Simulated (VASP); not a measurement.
Set up this calculation in VASP 6.6.1, as the native input.

```
Task                   : single point
Functional             : PBE
Potentials or basis    : VASP PAW PBE potentials, release 64 (Mn_pv, O)
Cutoff                 : 520 eV
k mesh                 : 12 × 12 × 12
Occupations            : gaussian, width 0.05 eV
Spin                   : collinear spin, ferromagnetic start
Starting moments       : [4.76, 0.18] μB
Hubbard terms          : Mn d U = 3.9 eV
Dipole correction      : no
Further INCAR settings : ALGO = Normal; EDIFF = 1e-06; NBANDS = 20
```

The structure of MnO lies in POSCAR:

```
MnO
1.0
    0.0000000000      2.2680518487      2.2680518487
    2.2680518487      0.0000000000      2.2680518487
    2.2680518487      2.2680518487      0.0000000000
Mn O
1 1
Direct
    0.0000000000      0.0000000000      0.0000000000
    0.5000000000      0.5000000000      0.5000000000
```

These files were run (other wordings do the same):

INCAR

```
ALGO = Normal
EDIFF = 1E-6
ENCUT = 520
GGA = PE
ISIF = 2
ISMEAR = 0
ISPIN = 2
LASPH = True
LCHARG = True
LDAU = True
LDAUJ = 0 0
LDAUL = 2 -1
LDAUPRINT = 1
LDAUTYPE = 2
LDAUU = 3.9 0
LELF = True
LMAXMIX = 4
LORBIT = 11
LREAL = False
LVHAR = True
LWAVE = False
MAGMOM = 4.76 0.18
NBANDS = 20
NELM = 150
PREC = Accurate
SIGMA = 0.05
```

KPOINTS

```
k-points
0
Gamma
  12 12 12
```

Potentials or basis: VASP PAW PBE potentials, release 64 (Mn_pv, O).

Run with:

```bash
$ cat potpaw_PBE.64/Mn_pv/POTCAR potpaw_PBE.64/O/POTCAR > POTCAR
$ mpirun -np 1 vasp_std > vasp.out
```

It gave:

```
Pressure                                              : -1.8 GPa
Band gap on the k mesh                                : 0.10 eV (least direct gap 2.25 eV)
Net moment                                            : 5.00 μB per cell
Site moments                                          : Mn +4.63; O +0.14 μB
Valence electrons inside the program's atomic spheres : Mn 11.29; O 4.98
```

Caveat: a cell with one magnetic atom can't hold antiferromagnetic order, which such compounds often take.

Wall time 27 s on 1 thread of Intel(R) Xeon(R) 6975P-C (Granite Rapids) (shared host), peak memory 0.18 GiB.
